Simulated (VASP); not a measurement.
# SiC (P6_3mc) in VASP: further runs, part 4 of 4

VASP 6.6.1.

### 5 Single point, PBE (volume scaled by 0.99)

Contents of INCAR:

```
SYSTEM = SiC
PREC = Accurate
ENCUT = 520
EDIFF = 1E-6
ISMEAR = -1
SIGMA = 0.08
LREAL = .FALSE.
LASPH = .TRUE.
NELM = 60
ALGO = Normal
ISIF = 2
LWAVE = .FALSE.
LCHARG = .FALSE.
GGA = PE
NBANDS = 16
```

Contents of KPOINTS:

```
regular mesh
0
G
  15 15 8
  0 0 0
```

Contents of POSCAR:

```
SiC
1.0
    3.0657105101      0.0000000000      0.0000000000
   -1.5328552551      2.6549831825      0.0000000000
    0.0000000000      0.0000000000      5.0311169308
Si C
2 2
Direct
    0.3333333333      0.6666666667      0.0000000000
    0.6666666667      0.3333333333      0.5000000000
    0.3333333333      0.6666666667      0.3850000000
    0.6666666667      0.3333333333      0.8850000000
```

Potentials or basis: VASP PAW PBE potentials, release 64 (Si, C).

Run with:

```bash
$ cat potpaw_PBE.64/Si/POTCAR potpaw_PBE.64/C/POTCAR > POTCAR
$ mpirun -np 1 vasp_std > vasp.out
```

OUTCAR:

```text
SYSTEM = SiC
   PREC = Accurate
   ENCUT = 520
   EDIFF = 1E-6
   ISMEAR = -1
   LREAL = .FALSE.
   LASPH = .TRUE.
   NELM = 60
   ISIF = 2
   GGA = PE

 ion  position               nearest neighbor table
   1  0.333  0.667  0.000-   4 1.86   4 1.86   4 1.86   3 1.94   2 3.08   2 3.08   2 3.08   2 3.08
                             2 3.08   2 3.08
   2  0.667  0.333  0.500-   3 1.86   3 1.86   3 1.86   4 1.94   1 3.08   1 3.08   1 3.08   1 3.08
                             1 3.08   1 3.08
   3  0.333  0.667  0.385-   2 1.86   2 1.86   2 1.86   1 1.94
   4  0.667  0.333  0.885-   1 1.86   1 1.86   1 1.86   2 1.94

  LATTYP: Found a hexagonal cell.
 ALAT       =     3.0657105101
 C/A-ratio  =     1.6410932846

  Lattice vectors:

 A1 = (   3.0657105101,   0.0000000000,   0.0000000000)
 A2 = (  -1.5328552551,   2.6549831825,   0.0000000000)
 A3 = (   0.0000000000,   0.0000000000,   5.0311169308)

Analysis of symmetry for initial positions (statically):
=====================================================================
 Subroutine PRICEL returns:
 Original cell was already a primitive cell.

 Routine SETGRP: Setting up the symmetry group for a
 hexagonal supercell.

 Subroutine GETGRP returns: Found 12 space group operations
 (whereof  6 operations were pure point group operations)
 out of a pool of 24 trial point group operations.

The static configuration has the point symmetry C_3v.
 The point group associated with its full space group is C_6v.

Analysis of symmetry for dynamics (positions and initial velocities):
=====================================================================
 Subroutine PRICEL returns:
 Original cell was already a primitive cell.

 Routine SETGRP: Setting up the symmetry group for a
 hexagonal supercell.

 Subroutine GETGRP returns: Found 12 space group operations
 (whereof  6 operations were pure point group operations)
 out of a pool of 24 trial point group operations.

The dynamic configuration has the point symmetry C_3v.
 The point group associated with its full space group is C_6v.

 Subroutine INISYM returns: Found 12 space group operations
 (whereof  6 operations are pure point group operations),
 and found     1 'primitive' translations

----------------------------------------------------------------------------------------

                                     Primitive cell

  volume of cell :      40.9503

  direct lattice vectors                    reciprocal lattice vectors
     3.065710510  0.000000000  0.000000000     0.326188659  0.188325110  0.000000000
    -1.532855255  2.654983183  0.000000000     0.000000000  0.376650220  0.000000000
     0.000000000  0.000000000  5.031116931     0.000000000  0.000000000  0.198763021

  length of vectors
     3.065710510  3.065710510  5.031116931     0.376650220  0.376650220  0.198763021

  position of ions in fractional coordinates (direct lattice)
     0.333333333  0.666666667  0.000000000
     0.666666667  0.333333333  0.500000000
     0.333333333  0.666666667  0.385000000
     0.666666667  0.333333333  0.885000000

  ion indices of the primitive-cell ions
   primitive index   ion index
                 1           1
                 2           2
                 3           3
                 4           4

----------------------------------------------------------------------------------------

 KPOINTS: regular mesh

Automatic generation of k-mesh.
 Grid dimensions read from file:
 generate k-points for:   15   15    8

 Generating k-lattice:

  Cartesian coordinates                     Fractional coordinates (reciprocal lattice)
     0.021745911  0.012555007  0.000000000     0.066666667  0.000000000  0.000000000
     0.000000000  0.025110015  0.000000000     0.000000000  0.066666667  0.000000000
     0.000000000  0.000000000  0.024845378     0.000000000  0.000000000  0.125000000

  Length of vectors
     0.025110015  0.025110015  0.024845378

  Shift w.r.t. Gamma in fractional coordinates (k-lattice)
     0.000000000  0.000000000  0.000000000

 Subroutine IBZKPT returns following result:
 ===========================================

 Found    135 irreducible k-points:

 Following reciprocal coordinates:
            Coordinates               Weight
  0.000000  0.000000  0.000000      1.000000
  0.066667  0.000000  0.000000      6.000000
  0.133333  0.000000  0.000000      6.000000
  0.200000  0.000000  0.000000      6.000000
  0.266667  0.000000  0.000000      6.000000
  0.333333  0.000000  0.000000      6.000000
[... 16 lines left out ...]
  0.333333  0.200000  0.000000     12.000000
  0.400000  0.200000  0.000000      6.000000
 [... further k-points ...]
   k-points           NKPTS =    135   k-points in BZ     NKDIM =    135   number of bands    NBANDS=     16
   number of dos      NEDOS =    301   number of ions     NIONS =      4
   total plane-waves  NPLWV =  23040
   dimension x,y,z NGX =    24 NGY =   24 NGZ =   40
   dimension x,y,z NGXF=    48 NGYF=   48 NGZF=   80
   ions per type =               2   2
   NGX,Y,Z   is equivalent  to a cutoff of  13.01, 13.01, 13.22 a.u.
   NGXF,Y,Z  is equivalent  to a cutoff of  26.03, 26.03, 26.43 a.u.
 SYSTEM =  SiC
   PREC   = accura    normal or accurate (medium, high low for compatibility)
   ISTART =      0    job   : 0-new  1-cont  2-samecut
   ICHARG =      2    charge: 1-file 2-atom 10-const
   ISPIN  =      1    spin polarized calculation?
   LNONCOLLINEAR =      F non collinear calculations
   LSORBIT =      F    spin-orbit coupling
   LASPH  =      T    aspherical Exc in radial PAW
   ENCUT  =  520.0 eV  38.22 Ry    6.18 a.u.   5.70  5.70  9.35*2*pi/ulx,y,z
   NELM   =     60;   NELMIN=  2; NELMDL= -5     # of ELM steps
   EDIFF  = 0.1E-05   stopping-criterion for ELM
   LREAL  =      F    real-space projection
   EDIFFG = 0.1E-04   stopping-criterion for IOM
   NSW    =      0    number of steps for IOM
   IBRION =     -1    ionic relax: 0-MD 1-quasi-New 2-CG
   NFREE  =      0    steps in history (QN), initial steepest desc. (CG)
   ISIF   =      2    stress and relaxation
   ISYM   =      2    0-nonsym 1-usesym 2-fastsym
   POTIM  = 0.5000    time-step for ionic-motion
   TEBEG  =    0.0;   TEEND  =   0.0 temperature during run
   PSTRESS=    0.0 pullay stress
   NELECT =      16.0000    total number of electrons
   NUPDOWN=      -1.0000    fix difference up-down
   EMIN   =  10.00;   EMAX   =-10.00  energy-range for DOS
   EFERMI =   0.00;   METHOD = LEGACY
   ISMEAR =    -1;   SIGMA  =   0.08  broadening in eV -4-tet -1-fermi 0-gaus
   EFERMI_NEDOS =   21; number of points for ismear=-14 and -15
   IALGO  =     38    algorithm
   IMIX   =      4    mixing-type and parameters
     AMIX     =   0.40;   BMIX     =  1.00
     AMIX_MAG =   1.60;   BMIX_MAG =  1.00
  volume/ion in A,a.u.               =      10.24        69.09
  Fermi-wavevector in a.u.,A,eV,Ry     =   1.196821  2.261663 19.488706  1.432380
  Thomas-Fermi vector in A             =   2.332751
   LORBIT       =      0    0 simple, 1 ext, 2 COOP (PROOUT), +10 PAW based schemes
   GGA     = PE    functional components
   LHFCALC =     F    Hartree Fock is set to
   AEXX    =    0.0000 exact exchange contribution
   IVDW    =     0    specifies the selected vdW correction
   LEPSILON=     F    determine dielectric tensor
   LRPA    =     F    only Hartree local field effects (RPA)
 non-spin polarized calculation
  energy-cutoff  :      520.00
  volume of cell :       40.95
 maximum number of plane-waves:      1116
 NGX is ok and might be reduce to    24
   NGX = 11   NGY = 11   NGZ = 19

 number of electron      16.0000000 magnetization

 Free energy of the ion-electron system (eV)
  ---------------------------------------------------
  ext. energy  EPLUGINS =         0.00000000
  ---------------------------------------------------
  free energy    TOTEN  =       -30.05479673 eV

  energy without entropy =      -30.05479672  energy(sigma->0) =      -30.05479673

 E-fermi :   9.7002     XC(G=0): -11.3925

 val. band max:        8.5235791009   @ k =   0.0000   0.0000   0.0000
 cond. band min:      10.8275176842   @ k =   0.3333   0.3333   0.0000
 fundamental gap:      2.3039385833
 Fermi energy:         9.7001858121

 k-point     1 :       0.0000    0.0000    0.0000
  band No.  band energies     occupation
      1      -7.2811      2.00000
      2      -3.7405      2.00000
      3      -0.2288      2.00000
      4       6.9627      2.00000
      5       6.9627      2.00000
      6       8.2486      2.00000
[... 433 lines left out ...]
      3       0.9998      2.00000
      4       2.2081      2.00000
      5       2.7074      2.00000
      6       3.7197      2.00000
[... 8 lines left out ...]
     15      19.6017      0.00000
     16      20.4725      0.00000

 [... further k-points ...]
[... 5 lines left out ...]
  --------------------------------------------------------------------------------------
  -------------------------------------------------------------------------------------
  Total        1.9729784      1.9729784      0.6292864     -0.0000000      0.0000000      0.0000000
  in kB       77.1925839     77.1925839     24.6207672     -0.0000000      0.0000000      0.0000000
  external PRESSURE =      59.6686450 kB  Pullay stress =       0.0000000 kB

 VOLUME and BASIS-vectors are now :
 -----------------------------------------------------------------------------
  energy-cutoff  :      520.00
  volume of cell :       40.95
      direct lattice vectors                 reciprocal lattice vectors
     3.065710510  0.000000000  0.000000000     0.326188659  0.188325110  0.000000000
    -1.532855255  2.654983183  0.000000000     0.000000000  0.376650220  0.000000000
     0.000000000  0.000000000  5.031116931     0.000000000  0.000000000  0.198763021

 POSITION                                       TOTAL-FORCE (eV/Angst)
 -----------------------------------------------------------------------------------
     -0.00000      1.76999      0.00000        -0.000000     -0.000000      0.768653
      1.53286      0.88499      2.51556         0.000000      0.000000      0.768653
     -0.00000      1.76999      1.93698         0.000000     -0.000000     -0.768653
      1.53286      0.88499      4.45254        -0.000000      0.000000     -0.768653
 -----------------------------------------------------------------------------------
    total drift:                                0.000000      0.000000     -0.000115

  FREE ENERGIE OF THE ION-ELECTRON SYSTEM (eV)
  ---------------------------------------------------
  free  energy   TOTEN  =       -30.0547967320 eV

  energy  without entropy=      -30.0547967249  energy(sigma->0) =      -30.05479673
```

OSZICAR:

```text
N       E                     dE             d eps       ncg     rms          rms(c)
DAV:   1     0.257642450168E+02    0.25764E+02   -0.71616E+03  4320   0.896E+02
DAV:   2    -0.313191596749E+02   -0.57083E+02   -0.51999E+02  6104   0.158E+02
DAV:   3    -0.338377037560E+02   -0.25185E+01   -0.25091E+01  5632   0.307E+01
DAV:   4    -0.338559522786E+02   -0.18249E-01   -0.18245E-01  5344   0.321E+00
DAV:   5    -0.338561303376E+02   -0.17806E-03   -0.17805E-03  5528   0.299E-01    0.127E+01
DAV:   6    -0.301505298403E+02    0.37056E+01   -0.65944E+00  5472   0.158E+01    0.573E+00
DAV:   7    -0.300728237693E+02    0.77706E-01   -0.11430E+00  6168   0.626E+00    0.251E+00
DAV:   8    -0.300560170258E+02    0.16807E-01   -0.48324E-02  4920   0.140E+00    0.635E-01
DAV:   9    -0.300544534686E+02    0.15636E-02   -0.76634E-03  5584   0.595E-01    0.122E-01
DAV:  10    -0.300547681263E+02   -0.31466E-03   -0.10077E-03  5232   0.185E-01    0.576E-02
DAV:  11    -0.300547958752E+02   -0.27749E-04   -0.90035E-05  5080   0.680E-02    0.136E-02
DAV:  12    -0.300547967320E+02   -0.85678E-06   -0.63408E-06  5672   0.161E-02
   1 F= -.30054797E+02 E0= -.30054797E+02  d E =-.712738E-08
```

It took 23 s on 1 thread of Intel Xeon 6975P-C (Granite Rapids), shared host; peak memory 0.2 GiB.

What came out:

- Free energy: -30.0548 eV
- Pressure: 6.0 GPa
- Largest force: 0.769 eV/Å
- Band gap on the k mesh: 2.30 eV, indirect (least direct gap 4.11 eV)

Forces on the atoms (eV/Å):
```
Si   0.000  0.000  0.769
Si   0.000  0.000  0.769
C    0.000  0.000 -0.769
C    0.000  0.000 -0.769
```

Stress tensor (GPa, compression positive):
```
7.72 0.00 0.00
0.00 7.72 0.00
0.00 0.00 2.46
```

### 6 Overview

```csv
cell,gap on the mesh (eV),pressure (GPa),largest force (eV/Å)
"a = 3.076, b = 3.076, c = 5.098 Å, angles 90.0, 90.0, 120.0°, 4 atoms",2.36,1.7,0.80
"a = 3.076, b = 3.076, c = 5.199 Å, angles 90.0, 90.0, 120.0°, 4 atoms",2.44,-1.8,0.85
"a = 3.034, b = 3.034, c = 4.980 Å, angles 90.0, 90.0, 120.0°, 4 atoms",2.25,13.7,0.82
"a = 3.066, b = 3.066, c = 5.031 Å, angles 90.0, 90.0, 120.0°, 4 atoms",2.30,6.0,0.77
```

Alike in all rows: task single point; level PBE; potentials or basis VASP PAW PBE potentials, release 64 (Si, C); no spin polarisation; k mesh 15 × 15 × 8; cutoff (eV) 520; smearing fermi-dirac 0.08 eV.

Total energies depend on the potentials used, so only differences within one code and one set of settings carry meaning.
